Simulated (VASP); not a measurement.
# CSe2 in VASP: further runs, part 2 of 2

VASP 6.6.1.

## 4. Single point, r2SCAN

File POSCAR:

```
CSe2
1.0
    3.5697670000     -2.9947800000      0.0000000000
    3.5697670000      2.9947800000      0.0000000000
    0.0000000000      0.0000000000      9.4626520000
Se C
4 2
Direct
    0.2124220000      0.7875780000      0.8793850000
    0.7875780000      0.2124220000      0.1206150000
    0.2875780000      0.7124220000      0.3783282138
    0.7124220000      0.2875780000      0.6206150000
    0.0000000000      0.0000000000      0.0000000000
    0.5000000000      0.5000000000      0.5000000000
```

File INCAR.step1:

```
PREC = Accurate ; ENCUT = 520
ISMEAR = 0 ; SIGMA = 0.02
LREAL = F ; LASPH = T
NELM = 100 ; NBANDS = 25
GGA = PE ; ALGO = Normal
EDIFF = 1E-4 ; LWAVE = T
LCHARG = F
```

File INCAR.step2:

```
PREC = Accurate ; ENCUT = 520
EDIFF = 1E-6 ; ISMEAR = 0
SIGMA = 0.02 ; LREAL = F
LASPH = T ; NELM = 100
ALGO = Normal ; ISIF = 2
LWAVE = F ; LCHARG = F
METAGGA = R2SCAN ; LMIXTAU = T
NBANDS = 25 ; ISTART = 1
```

File KPOINTS:

```
Automatic mesh
0
Gamma
  6 6 3
```

Potentials or basis: VASP PAW PBE potentials, release 64 (Se, C).

Started as:

```console
cat potpaw_PBE.64/Se/POTCAR potpaw_PBE.64/C/POTCAR > POTCAR
cp INCAR.step1 INCAR
mpirun -np 1 vasp_std > vasp.out
cp INCAR.step2 INCAR
mpirun -np 1 vasp_std > vasp.out
```

OUTCAR:

```text
PREC = Accurate
   ENCUT = 520
   EDIFF = 1E-6
   ISMEAR = 0
   LREAL = F
   LASPH = T
   NELM = 100
   ISIF = 2
   METAGGA = R2SCAN
   ISTART = 1

 ion  position               nearest neighbor table
   1  0.212  0.788  0.879-   5 1.71
   2  0.788  0.212  0.121-   5 1.71
   3  0.288  0.712  0.378-   6 1.72
   4  0.712  0.288  0.621-   6 1.71
   5  0.000  0.000  0.000-   1 1.71   2 1.71
   6  0.500  0.500  0.500-   4 1.71   3 1.72

  LATTYP: Found a base centered orthorhombic cell.
 ALAT       =     5.9895600000
 B/A-ratio  =     1.1919964071
 C/A-ratio  =     1.5798576189

  Lattice vectors:

 A1 = (  -3.5697670000,  -2.9947800000,   0.0000000000)
 A2 = (   3.5697670000,  -2.9947800000,   0.0000000000)
 A3 = (   0.0000000000,   0.0000000000,   9.4626520000)

Analysis of symmetry for initial positions (statically):
=====================================================================
 Subroutine PRICEL returns:
 Original cell was already a primitive cell.

 Routine SETGRP: Setting up the symmetry group for a
 base centered orthorhombic supercell.

 Subroutine GETGRP returns: Found  2 space group operations
 (whereof  2 operations were pure point group operations)
 out of a pool of  8 trial point group operations.

The static configuration has the point symmetry C_1h.

Analysis of symmetry for dynamics (positions and initial velocities):
=====================================================================
 Subroutine PRICEL returns:
 Original cell was already a primitive cell.

 Routine SETGRP: Setting up the symmetry group for a
 base centered orthorhombic supercell.

 Subroutine GETGRP returns: Found  2 space group operations
 (whereof  2 operations were pure point group operations)
 out of a pool of  8 trial point group operations.

The dynamic configuration has the point symmetry C_1h.

 Subroutine INISYM returns: Found  2 space group operations
 (whereof  2 operations are pure point group operations),
 and found     1 'primitive' translations

----------------------------------------------------------------------------------------

                                     Primitive cell

  volume of cell :     202.3241

  direct lattice vectors                    reciprocal lattice vectors
     3.569767000 -2.994780000  0.000000000     0.140065164 -0.166957172  0.000000000
     3.569767000  2.994780000  0.000000000     0.140065164  0.166957172  0.000000000
     0.000000000  0.000000000  9.462652000     0.000000000  0.000000000  0.105678619

  length of vectors
     4.659607675  4.659607675  9.462652000     0.217928767  0.217928767  0.105678619

  position of ions in fractional coordinates (direct lattice)
     0.212422000  0.787578000  0.879385000
     0.787578000  0.212422000  0.120615000
     0.287578000  0.712422000  0.378328214
     0.712422000  0.287578000  0.620615000
     0.000000000  0.000000000  0.000000000
     0.500000000  0.500000000  0.500000000

  ion indices of the primitive-cell ions
[... 28 lines left out ...]

 Subroutine IBZKPT returns following result:
 ===========================================

 Found     34 irreducible k-points:

 Following reciprocal coordinates:
            Coordinates               Weight
  0.000000  0.000000  0.000000      1.000000
  0.166667  0.000000  0.000000      4.000000
  0.333333  0.000000  0.000000      4.000000
  0.500000  0.000000  0.000000      2.000000
  0.166667  0.166667  0.000000      2.000000
  0.333333  0.166667  0.000000      4.000000
[... 16 lines left out ...]
  0.500000  0.166667  0.333333      4.000000
  0.500000 -0.166667  0.333333      4.000000
 [... further k-points ...]
   k-points           NKPTS =     34   k-points in BZ     NKDIM =     34   number of bands    NBANDS=     25
   number of dos      NEDOS =    301   number of ions     NIONS =      6
   total plane-waves  NPLWV =  90720
   dimension x,y,z NGX =    36 NGY =   36 NGZ =   70
   dimension x,y,z NGXF=    72 NGYF=   72 NGZF=  140
   ions per type =               4   2
   NGX,Y,Z   is equivalent  to a cutoff of  12.84, 12.84, 12.30 a.u.
   NGXF,Y,Z  is equivalent  to a cutoff of  25.69, 25.69, 24.60 a.u.
 SYSTEM =  unknown system
   PREC   = accura    normal or accurate (medium, high low for compatibility)
   ISTART =      1    job   : 0-new  1-cont  2-samecut
   ICHARG =      0    charge: 1-file 2-atom 10-const
   ISPIN  =      1    spin polarized calculation?
   LNONCOLLINEAR =      F non collinear calculations
   LSORBIT =      F    spin-orbit coupling
   LASPH  =      T    aspherical Exc in radial PAW
   ENCUT  =  520.0 eV  38.22 Ry    6.18 a.u.   8.66  8.66 17.59*2*pi/ulx,y,z
   NELM   =    100;   NELMIN=  2; NELMDL=  0     # of ELM steps
   EDIFF  = 0.1E-05   stopping-criterion for ELM
   LREAL  =      F    real-space projection
   EDIFFG = 0.1E-04   stopping-criterion for IOM
   NSW    =      0    number of steps for IOM
   IBRION =     -1    ionic relax: 0-MD 1-quasi-New 2-CG
   NFREE  =      0    steps in history (QN), initial steepest desc. (CG)
   ISIF   =      2    stress and relaxation
   ISYM   =      2    0-nonsym 1-usesym 2-fastsym
   POTIM  = 0.5000    time-step for ionic-motion
   TEBEG  =    0.0;   TEEND  =   0.0 temperature during run
   PSTRESS=    0.0 pullay stress
   NELECT =      32.0000    total number of electrons
   NUPDOWN=      -1.0000    fix difference up-down
   EMIN   =  10.00;   EMAX   =-10.00  energy-range for DOS
   EFERMI =   0.00;   METHOD = LEGACY
   ISMEAR =     0;   SIGMA  =   0.02  broadening in eV -4-tet -1-fermi 0-gaus
   EFERMI_NEDOS =   21; number of points for ismear=-14 and -15
   IALGO  =     38    algorithm
   IMIX   =      4    mixing-type and parameters
     AMIX     =   0.40;   BMIX     =  1.00
     AMIX_MAG =   1.60;   BMIX_MAG =  1.00
  volume/ion in A,a.u.               =      33.72       227.56
  Fermi-wavevector in a.u.,A,eV,Ry     =   0.885338  1.673046 10.664556  0.783823
  Thomas-Fermi vector in A             =   2.006358
   LORBIT       =      0    0 simple, 1 ext, 2 COOP (PROOUT), +10 PAW based schemes
   METAGGA = R2SCAN    functional components
   LHFCALC =     F    Hartree Fock is set to
   AEXX    =    0.0000 exact exchange contribution
   IVDW    =     0    specifies the selected vdW correction
   LEPSILON=     F    determine dielectric tensor
   LRPA    =     F    only Hartree local field effects (RPA)
 non-spin polarized calculation
 Gauss-broadening in eV      SIGMA  =   0.02
  energy-cutoff  :      520.00
  volume of cell :      202.32
 maximum number of plane-waves:      5467
 NGX is ok and might be reduce to    36
   NGX = 17   NGY = 17   NGZ = 35

 number of electron      32.0000001 magnetization

 Free energy of the ion-electron system (eV)
  ---------------------------------------------------
  ext. energy  EPLUGINS =         0.00000000
  ---------------------------------------------------
  free energy    TOTEN  =       -73.12889914 eV

  energy without entropy =      -73.12889914  energy(sigma->0) =      -73.12889914

 E-fermi :  -1.1406     XC(G=0):  -7.3790

 val. band max:       -1.2603250292   @ k =   0.5000   0.5000   0.0000
 cond. band min:       1.3245356577   @ k =   0.0000   0.0000   0.0000
 fundamental gap:      2.5848606869
 Fermi energy:        -1.1405558359

 k-point     1 :       0.0000    0.0000    0.0000
  band No.  band energies     occupation
      1     -16.7809      2.00000
      2     -16.6673      2.00000
      3     -14.6789      2.00000
      4     -14.5030      2.00000
      5      -8.7793      2.00000
      6      -8.4853      2.00000
[... 661 lines left out ...]
     24       6.5358      0.00000
     25       6.6937      0.00000

 [... further k-points ...]

------------------------ aborting loop because EDIFF is reached ----------------------------------------

  FORCE on cell =-STRESS in cart. coord.  units (eV):
  Direction    XX          YY          ZZ          XY          YZ          ZX
  --------------------------------------------------------------------------------------
  -------------------------------------------------------------------------------------
  Total       -0.3276430     -2.4519645     -2.1472485      0.0000000      0.2243745      0.0000000
  in kB       -2.5945606    -19.4167752    -17.0037707      0.0000000      1.7767916      0.0000000
  external PRESSURE =     -13.0050355 kB  Pullay stress =       0.0000000 kB

 VOLUME and BASIS-vectors are now :
 -----------------------------------------------------------------------------
  energy-cutoff  :      520.00
  volume of cell :      202.32
      direct lattice vectors                 reciprocal lattice vectors
     3.569767000 -2.994780000  0.000000000     0.140065164 -0.166957172  0.000000000
     3.569767000  2.994780000  0.000000000     0.140065164  0.166957172  0.000000000
     0.000000000  0.000000000  9.462652000     0.000000000  0.000000000  0.105678619

 POSITION                                       TOTAL-FORCE (eV/Angst)
 -----------------------------------------------------------------------------------
      3.56977      1.72247      8.32131         0.000000      0.395653      0.343827
      3.56977     -1.72247      1.14134         0.000000     -0.399312     -0.347060
      3.56977      1.27231      3.57999         0.000000     -0.564163      0.511440
      3.56977     -1.27231      5.87266         0.000000      0.417565     -0.355991
      0.00000      0.00000      0.00000         0.000000      0.003421      0.002420
      3.56977      0.00000      4.73133         0.000000      0.146836     -0.154636
 -----------------------------------------------------------------------------------
    total drift:                               -0.000000      0.000008      0.000005

  FREE ENERGIE OF THE ION-ELECTRON SYSTEM (eV)
  ---------------------------------------------------
  free  energy   TOTEN  =       -73.1288991411 eV

  energy  without entropy=      -73.1288991411  energy(sigma->0) =      -73.12889914
```

It took 3.9 min on 1 thread of Intel Xeon 6975P-C (Granite Rapids), shared host; peak memory 0.39 GiB.

What came out:

* Free energy: -73.1289 eV
* Pressure: -1.3 GPa
* Largest force: 0.761 eV/Å
* Band gap on the k mesh: 2.58 eV (least direct gap 2.71 eV)

Forces in eV/Å, atoms in the order of the input:
```
Se   0.000  0.396  0.344
Se   0.000 -0.399 -0.347
Se   0.000 -0.564  0.511
Se   0.000  0.418 -0.356
C    0.000  0.003  0.002
C    0.000  0.147 -0.155
```

Stress tensor (GPa, compression positive):
```
-0.26  0.00  0.00
 0.00 -1.94  0.18
 0.00  0.18 -1.70
```

Levels at points of the mesh, in eV from the valence-band top:
```
           k point  band 14  band 15  band 16  band 17  band 18  band 19
(0.00, 0.00, 0.00)    -0.78    -0.73    -0.38     2.58     2.83     3.13
(0.50, 0.00, 0.00)    -0.63    -0.27    -0.26     2.76     2.77     3.09
(0.50, 0.50, 0.00)    -0.98    -0.59     0.00     2.71     2.78     3.68
```

Caveat: the PAW data sets were made with another functional, which shifts forces and pressure a little; an odd mesh through Γ misses points on the zone boundary, where band edges can lie.
